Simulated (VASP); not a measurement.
# BeZn2Se3 (I-4m2) in VASP: a series of runs

BeZn2Se3 is run at these levels: PBE; tasks: single point.

Program: VASP 6.6.1. These are calculated values, not measurements. Logs are shortened: lines on timing, memory, paths and dates and some standing lists are left out, and cuts for length are marked.

## Step 1: The cell of the first run

The structure is tetragonal, space group I-4m2 (No. 119). Conventional cell: a = 3.823 Å, b = 3.823 Å, c = 16.487 Å, α = 90.00°, β = 90.00°, γ = 90.00°. Be (site symmetry -4m2) has 4 Se at 2.25 Å within 3.0 Å. Within 3.2 Å of Zn (site symmetry 2mm) lie 4 Se at 2.41 to 2.42 Å. Se (site symmetry 2mm) has 2 Be at 2.25 Å and 2 Zn at 2.42 Å within 3.0 Å. Se (site symmetry -4m2) has 4 Zn at 2.41 Å within 3.2 Å.

## Step 2: Single point, PBE (20.08 Å³/atom)

Input file INCAR:

```
SYSTEM = BeZn2Se3
PREC = Accurate ; ENCUT = 520
EDIFF = 1E-6 ; ISMEAR = 0
SIGMA = 0.02 ; LREAL = .False.
LASPH = .True. ; NELM = 60
ALGO = Normal ; ISIF = 2
LWAVE = .False. ; LCHARG = .True.
GGA = PE ; LELF = .True.
LVHAR = .True. ; NBANDS = 31
```

Input file KPOINTS:

```
regular mesh
0
Gamma
  10 10 10
  0 0 0
```

Input file POSCAR:

```
BeZn2Se3
1.0
   -1.9115576585      1.9115576585      8.2436038900
    1.9115576585     -1.9115576585      8.2436038900
    1.9115576585      1.9115576585     -8.2436038900
Be Zn Se
1 2 3
Direct
    0.0000000000      0.0000000000      0.0000000000
    0.6611563469      0.6611563469      0.0000000000
    0.3388436531      0.3388436531      0.0000000000
    0.4285019469      0.9285019469      0.5000000000
    0.0714980531      0.5714980531      0.5000000000
    0.7500000000      0.2500000000      0.5000000000
```

Potentials or basis: VASP PAW PBE potentials, release 64 (Be, Zn, Se).

On the command line:

```console
$ cat potpaw_PBE.64/Be/POTCAR potpaw_PBE.64/Zn/POTCAR potpaw_PBE.64/Se/POTCAR > POTCAR
$ mpirun -np 1 vasp_std > vasp.out
```

OUTCAR:

```text
SYSTEM = BeZn2Se3
   PREC = Accurate
   ENCUT = 520
   EDIFF = 1E-6
   ISMEAR = 0
   LREAL = .False.
   LASPH = .True.
   NELM = 60
   ISIF = 2
   GGA = PE

 ion  position               nearest neighbor table
   1  0.000  0.000  0.000-   5 2.25   4 2.25   5 2.25   4 2.25
   2  0.661  0.661  0.000-   6 2.41   6 2.41   5 2.42   5 2.42
   3  0.339  0.339  0.000-   6 2.41   6 2.41   4 2.42   4 2.42
   4  0.429  0.929  0.500-   1 2.25   1 2.25   3 2.42   3 2.42
   5  0.071  0.571  0.500-   1 2.25   1 2.25   2 2.42   2 2.42
   6  0.750  0.250  0.500-   2 2.41   3 2.41   3 2.41   2 2.41

  LATTYP: Found a body centered tetragonal cell.
 ALAT       =     3.8231153170
 C/A-ratio  =     4.3125060096

  Lattice vectors:

 A1 = (  -1.9115576585,   1.9115576585,   8.2436038900)
 A2 = (   1.9115576585,  -1.9115576585,   8.2436038900)
 A3 = (   1.9115576585,   1.9115576585,  -8.2436038900)

Analysis of symmetry for initial positions (statically):
=====================================================================
 Subroutine PRICEL returns:
 Original cell was already a primitive cell.

 Routine SETGRP: Setting up the symmetry group for a
 body centered tetragonal supercell.

 Subroutine GETGRP returns: Found  8 space group operations
 (whereof  8 operations were pure point group operations)
 out of a pool of 16 trial point group operations.

The static configuration has the point symmetry D_2d.

Analysis of symmetry for dynamics (positions and initial velocities):
=====================================================================
 Subroutine PRICEL returns:
 Original cell was already a primitive cell.

 Routine SETGRP: Setting up the symmetry group for a
 body centered tetragonal supercell.

 Subroutine GETGRP returns: Found  8 space group operations
 (whereof  8 operations were pure point group operations)
 out of a pool of 16 trial point group operations.

The dynamic configuration has the point symmetry D_2d.

 Subroutine INISYM returns: Found  8 space group operations
 (whereof  8 operations are pure point group operations),
 and found     1 'primitive' translations

----------------------------------------------------------------------------------------

                                     Primitive cell

  volume of cell :     120.4903

  direct lattice vectors                    reciprocal lattice vectors
    -1.911557659  1.911557659  8.243603890     0.000000000  0.261566790  0.060653084
     1.911557659 -1.911557659  8.243603890     0.261566790  0.000000000  0.060653084
     1.911557659  1.911557659 -8.243603890     0.261566790  0.261566790  0.000000000

  length of vectors
     8.675546695  8.675546695  8.675546695     0.268506950  0.268506950  0.369911301

  position of ions in fractional coordinates (direct lattice)
     0.000000000  0.000000000  0.000000000
     0.661156347  0.661156347  0.000000000
     0.338843653  0.338843653  0.000000000
     0.428501947  0.928501947  0.500000000
     0.071498053  0.571498053  0.500000000
     0.750000000  0.250000000  0.500000000

  ion indices of the primitive-cell ions
   primitive index   ion index
                 1           1
                 2           2
                 3           3
                 4           4
                 5           5
                 6           6

----------------------------------------------------------------------------------------

 KPOINTS: regular mesh

Automatic generation of k-mesh.
 Grid dimensions read from file:
 generate k-points for:   10   10   10

 Generating k-lattice:

  Cartesian coordinates                     Fractional coordinates (reciprocal lattice)
     0.000000000  0.026156679  0.006065308     0.100000000  0.000000000  0.000000000
     0.026156679  0.000000000  0.006065308     0.000000000  0.100000000  0.000000000
     0.026156679  0.026156679  0.000000000     0.000000000  0.000000000  0.100000000

  Length of vectors
     0.026850695  0.026850695  0.036991130

  Shift w.r.t. Gamma in fractional coordinates (k-lattice)
     0.000000000  0.000000000  0.000000000

 Subroutine IBZKPT returns following result:
 ===========================================

 Found    102 irreducible k-points:

 Following reciprocal coordinates:
            Coordinates               Weight
  0.000000  0.000000  0.000000      1.000000
  0.100000  0.000000 -0.000000      8.000000
  0.200000  0.000000 -0.000000      8.000000
  0.300000  0.000000  0.000000      8.000000
  0.400000  0.000000 -0.000000      8.000000
  0.500000  0.000000 -0.000000      4.000000
[... 16 lines left out ...]
  0.300000  0.300000  0.000000      8.000000
  0.400000  0.300000 -0.000000     16.000000
 [... further k-points ...]
   k-points           NKPTS =    102   k-points in BZ     NKDIM =    102   number of bands    NBANDS=     31
   number of dos      NEDOS =    301   number of ions     NIONS =      6
   total plane-waves  NPLWV = 343000
   dimension x,y,z NGX =    70 NGY =   70 NGZ =   70
   dimension x,y,z NGXF=   140 NGYF=  140 NGZF=  140
   ions per type =               1   2   3
   NGX,Y,Z   is equivalent  to a cutoff of  13.41, 13.41, 13.41 a.u.
   NGXF,Y,Z  is equivalent  to a cutoff of  26.83, 26.83, 26.83 a.u.
 SYSTEM =  BeZn2Se3
   PREC   = accura    normal or accurate (medium, high low for compatibility)
   ISTART =      0    job   : 0-new  1-cont  2-samecut
   ICHARG =      2    charge: 1-file 2-atom 10-const
   ISPIN  =      1    spin polarized calculation?
   LNONCOLLINEAR =      F non collinear calculations
   LSORBIT =      F    spin-orbit coupling
   LASPH  =      T    aspherical Exc in radial PAW
   ENCUT  =  520.0 eV  38.22 Ry    6.18 a.u.  16.13 16.13 16.13*2*pi/ulx,y,z
   NELM   =     60;   NELMIN=  2; NELMDL= -5     # of ELM steps
   EDIFF  = 0.1E-05   stopping-criterion for ELM
   LREAL  =      F    real-space projection
   EDIFFG = 0.1E-04   stopping-criterion for IOM
   NSW    =      0    number of steps for IOM
   IBRION =     -1    ionic relax: 0-MD 1-quasi-New 2-CG
   NFREE  =      0    steps in history (QN), initial steepest desc. (CG)
   ISIF   =      2    stress and relaxation
   ISYM   =      2    0-nonsym 1-usesym 2-fastsym
   POTIM  = 0.5000    time-step for ionic-motion
   TEBEG  =    0.0;   TEEND  =   0.0 temperature during run
   PSTRESS=    0.0 pullay stress
   NELECT =      44.0000    total number of electrons
   NUPDOWN=      -1.0000    fix difference up-down
   EMIN   =  10.00;   EMAX   =-10.00  energy-range for DOS
   EFERMI =   0.00;   METHOD = LEGACY
   ISMEAR =     0;   SIGMA  =   0.02  broadening in eV -4-tet -1-fermi 0-gaus
   EFERMI_NEDOS =   21; number of points for ismear=-14 and -15
   IALGO  =     38    algorithm
   IMIX   =      4    mixing-type and parameters
     AMIX     =   0.40;   BMIX     =  1.00
     AMIX_MAG =   1.60;   BMIX_MAG =  1.00
  volume/ion in A,a.u.               =      20.08       135.52
  Fermi-wavevector in a.u.,A,eV,Ry     =   1.170151  2.211264 18.629810  1.369252
  Thomas-Fermi vector in A             =   2.306613
   LORBIT       =      0    0 simple, 1 ext, 2 COOP (PROOUT), +10 PAW based schemes
   GGA     = PE    functional components
   LHFCALC =     F    Hartree Fock is set to
   AEXX    =    0.0000 exact exchange contribution
   IVDW    =     0    specifies the selected vdW correction
   LEPSILON=     F    determine dielectric tensor
   LRPA    =     F    only Hartree local field effects (RPA)
 non-spin polarized calculation
 Gauss-broadening in eV      SIGMA  =   0.02
  energy-cutoff  :      520.00
  volume of cell :      120.49
 maximum number of plane-waves:      3263
 NGX is ok and might be reduce to    70
   NGX = 33   NGY = 33   NGZ = 33

 number of electron      44.0000008 magnetization

 Free energy of the ion-electron system (eV)
  ---------------------------------------------------
  ext. energy  EPLUGINS =         0.00000000
  ---------------------------------------------------
  free energy    TOTEN  =       -20.64450542 eV

  energy without entropy =      -20.64450542  energy(sigma->0) =      -20.64450542

 E-fermi :   2.6264     XC(G=0):  -9.5346

 val. band max:        2.5342778828   @ k =   0.0000   0.0000   0.0000
 cond. band min:       4.6420859653   @ k =   0.0000   0.0000   0.0000
 fundamental gap:      2.1078080826
 Fermi energy:         2.6264130078

 k-point     1 :       0.0000    0.0000    0.0000
  band No.  band energies     occupation
      1     -11.2306      2.00000
      2     -10.3753      2.00000
      3     -10.0842      2.00000
      4      -4.2626      2.00000
      5      -4.1360      2.00000
      6      -4.1360      2.00000
[... 23 lines left out ...]
     30       8.0814      0.00000
     31      11.3304      0.00000

 k-point     2 :       0.1000    0.0000   -0.0000
  band No.  band energies     occupation
      1     -11.1734      2.00000
      2     -10.3641      2.00000
      3     -10.0558      2.00000
      4      -4.2448      2.00000
      5      -4.1475      2.00000
      6      -4.1323      2.00000
[... 23 lines left out ...]
     30       8.3649      0.00000
     31      10.3857      0.00000

 k-point     3 :       0.2000    0.0000   -0.0000
  band No.  band energies     occupation
      1     -11.0096      2.00000
      2     -10.3270      2.00000
      3      -9.9982      2.00000
      4      -4.2052      2.00000
      5      -4.1567      2.00000
      6      -4.1218      2.00000
[... 23 lines left out ...]
     30       8.8476      0.00000
     31       9.6708      0.00000

 k-point     4 :       0.3000    0.0000    0.0000
  band No.  band energies     occupation
      1     -10.7637      2.00000
      2     -10.2689      2.00000
      3      -9.9720      2.00000
      4      -4.1770      2.00000
      5      -4.1470      2.00000
      6      -4.1069      2.00000
[... 635 lines left out ...]
     30       9.0933      0.00000
     31       9.7269      0.00000

 k-point    23 :       0.3000    0.3000    0.0000
  band No.  band energies     occupation
      1     -10.3539      2.00000
      2     -10.1279      2.00000
      3      -9.8376      2.00000
      4      -4.1558      2.00000
      5      -4.1173      2.00000
      6      -4.0266      2.00000
[... 23 lines left out ...]
     30       9.6057      0.00000
     31      10.0080      0.00000

 k-point    24 :       0.4000    0.3000   -0.0000
  band No.  band energies     occupation
      1     -10.1410      2.00000
      2     -10.0297      2.00000
      3      -9.8650      2.00000
      4      -4.1315      2.00000
      5      -4.1096      2.00000
      6      -4.0194      2.00000
[... 23 lines left out ...]
     30       9.8217      0.00000
     31      10.3569      0.00000

 [... further k-points ...]

------------------------ aborting loop because EDIFF is reached ----------------------------------------

  FORCE on cell =-STRESS in cart. coord.  units (eV):
  Direction    XX          YY          ZZ          XY          YZ          ZX
  --------------------------------------------------------------------------------------
  -------------------------------------------------------------------------------------
  Total        3.4997786      3.4997786      3.5394493      0.0000000      0.0000000     -0.0000000
  in kB       46.5370919     46.5370919     47.0645990      0.0000000      0.0000000     -0.0000000
  external PRESSURE =      46.7129276 kB  Pullay stress =       0.0000000 kB

 VOLUME and BASIS-vectors are now :
 -----------------------------------------------------------------------------
  energy-cutoff  :      520.00
  volume of cell :      120.49
      direct lattice vectors                 reciprocal lattice vectors
    -1.911557659  1.911557659  8.243603890     0.000000000  0.261566790  0.060653084
     1.911557659 -1.911557659  8.243603890     0.261566790  0.000000000  0.060653084
     1.911557659  1.911557659 -8.243603890     0.261566790  0.261566790  0.000000000

 POSITION                                       TOTAL-FORCE (eV/Angst)
 -----------------------------------------------------------------------------------
      0.00000      0.00000      0.00000        -0.000000     -0.000000      0.000000
      0.00000      0.00000     10.90062        -0.000000     -0.000000      0.000887
      0.00000      0.00000      5.58659        -0.000000     -0.000000     -0.000887
      1.91156      0.00000      7.06480        -0.000000     -0.000000      0.013558
      1.91156      0.00000      1.17880         0.000000      0.000000     -0.013558
     -0.00000      1.91156      4.12180        -0.000000     -0.000000      0.000000
 -----------------------------------------------------------------------------------
    total drift:                               -0.000000      0.000000     -0.000000

  FREE ENERGIE OF THE ION-ELECTRON SYSTEM (eV)
  ---------------------------------------------------
  free  energy   TOTEN  =       -20.6445054213 eV

  energy  without entropy=      -20.6445054213  energy(sigma->0) =      -20.64450542
```

Run time: 27 min. Hardware: 1 thread of Intel Xeon Platinum 8488C (Sapphire Rapids), shared host; peak memory 0.89 GiB.

What came out:

- Free energy: -20.6445 eV
- Pressure: 4.7 GPa
- Largest force: 0.014 eV/Å
- Band gap on the k mesh: 2.11 eV

Forces on the atoms (eV/Å):
```
Be   0.000  0.000  0.000
Zn   0.000  0.000  0.001
Zn   0.000  0.000 -0.001
Se   0.000  0.000  0.014
Se   0.000  0.000 -0.014
Se   0.000  0.000  0.000
```

Caveat: the cell stands under pressure. A k mesh can miss the band edges.

## Step 3: Single point, PBE (20.72 Å³/atom)

This run uses another cell than the first one, of 20.72 Å³/atom.

Input file INCAR:

```
SYSTEM = BeZn2Se3
PREC = Accurate
ENCUT = 520
EDIFF = 1E-6
ISMEAR = 0
SIGMA = 0.02
LREAL = .False.
LASPH = .True.
NELM = 100
ALGO = Normal
ISIF = 2
LWAVE = .False.
LCHARG = .False.
GGA = PE
NBANDS = 31
```

KPOINTS is that of step 2.

Input file POSCAR:

```
BeZn2Se3
1.0
   -1.9324608053      1.9324608053      8.3236615351
    1.9324608053     -1.9324608053      8.3236615351
    1.9324608053      1.9324608053     -8.3236615351
Be Zn Se
1 2 3
Direct
    0.0000000000      0.0000000000      0.0000000000
    0.6612493094      0.6612493094      0.0000000000
    0.3387506906      0.3387506906      0.0000000000
    0.4283112728      0.9283112728      0.5000000000
    0.0716887272      0.5716887272      0.5000000000
    0.7500000000      0.2500000000      0.5000000000
```

Potentials or basis: VASP PAW PBE potentials, release 64 (Be, Zn, Se).

On the command line:

```console
$ cat potpaw_PBE.64/Be/POTCAR potpaw_PBE.64/Zn/POTCAR potpaw_PBE.64/Se/POTCAR > POTCAR
$ mpirun -np 1 vasp_std > vasp.out
```

Run time: 31 min. Hardware: 1 thread of Intel Xeon Platinum 8488C (Sapphire Rapids), shared host; peak memory 0.9 GiB.

The run converged. Its results:

| Item | Value |
| --- | --- |
| Free energy | -20.7270 eV |
| Pressure | 2.3 GPa |
| Largest force | 0.010 eV/Å |
| Band gap on the k mesh | 1.97 eV |

Forces in eV/Å, atoms in the order of the input:
```
Be   0.000  0.000  0.000
Zn   0.000  0.000  0.001
Zn   0.000  0.000 -0.001
Se   0.000  0.000  0.010
Se   0.000  0.000 -0.010
Se   0.000  0.000  0.000
```

Levels at points of the mesh, in eV from the valence-band top:
| k point | band 20 | band 21 | band 22 | band 23 | band 24 | band 25 |
| --- | --- | --- | --- | --- | --- | --- |
| (0.00, 0.00, 0.00) | -0.26 | 0.00 | 0.00 | 1.97 | 2.89 | 3.62 |
| (0.50, 0.00, 0.00) | -1.04 | -0.78 | -0.64 | 2.84 | 3.96 | 4.12 |
| (0.50, 0.50, 0.00) | -2.81 | -2.37 | -2.36 | 2.77 | 3.32 | 4.39 |
| (0.50, 0.50, 0.50) | -0.94 | -0.56 | -0.56 | 2.61 | 3.63 | 3.71 |

A k mesh can miss the band edges.

(Part 1 of 3 ends here.)
